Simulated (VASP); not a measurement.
Write the native input for VASP 6.6.1 that does the following.

- Task: single point
- Functional: PBEsol
- Potentials or basis: VASP PAW PBE potentials, release 64 (Cr_sv)
- Cutoff: 700 eV
- k mesh: 2 × 2 × 2
- Occupations: gaussian, width 0.1 eV
- Spin: collinear spin, antiferromagnetic start
- Starting moments: [-3.0, 3.0] μB
- Dipole correction: no
- Further INCAR settings: ALGO = Normal; EDIFF = 1e-06; NBANDS = 25

The structure of Cr lies in POSCAR:

```
Cr
1.0
    2.9688993551      0.0000000000      0.0000000000
    0.0000000000      2.9688993551      0.0000000000
    0.0000000000      0.0000000000      2.9688993551
Cr
2
Direct
    0.0000000000      0.0000000000      0.0000000000
    0.5000000000      0.5000000000      0.5000000000
```

These files were run (other wordings do the same):

INCAR

```
ALGO     = Normal         # electronic algorithm
EDIFF    = 1E-6           # SCF threshold, eV
ENCUT    = 700            # plane-wave cutoff, eV
GGA      = PS             # functional
GGA_COMPAT= F            
ISIF     = 2              # what is computed and relaxed
ISMEAR   = 0              # smearing method
ISPIN    = 2              # spin polarisation
LASPH    = T              # aspherical terms in the spheres
LCHARG   = T              # write CHGCAR
LELF     = T              # ELF
LMAXMIX  = 4              # l up to which the mixer works
LORBIT   = 11             # projections on sites
LREAL    = F              # projectors in reciprocal space
LVHAR    = T            
LWAVE    = F              # write WAVECAR
MAGMOM   = -3 3           # initial moments
NBANDS   = 25             # bands
NELM     = 200            # most SCF steps
PREC     = Accurate       # precision mode
SIGMA    = 0.1            # smearing width, eV
```

KPOINTS

```
k-points
0
Gamma
  2 2 2
```

Potentials or basis: VASP PAW PBE potentials, release 64 (Cr_sv).

Run with:

```console
$ cat potpaw_PBE.64/Cr_sv/POTCAR > POTCAR
$ mpirun -np 1 vasp_std > vasp.out
```

Results of the run:

```json
{
 "Pressure": "-15.9 GPa",
 "Band gap on the k mesh": "zero (filled and empty bands overlap)",
 "Net moment": "0.00 μB per cell",
 "Site moments": "Cr -1.38, +1.38 μB",
 "Valence electrons inside the program's atomic spheres": "Cr 11.76"
}
```

Caveat: the k points lie up to 1.06 Å⁻¹ apart, too coarse for converged energies and pressures of a metal; the antiferromagnetic order is the one typed at the start, and another may lie lower; the PAW data sets were made with another functional, which shifts forces and pressure a little.

Wall time 22 s on 1 thread of Intel(R) Xeon(R) Platinum 8375C CPU @ 2.90GHz (Ice Lake), on a shared host, peak memory 0.16 GiB.
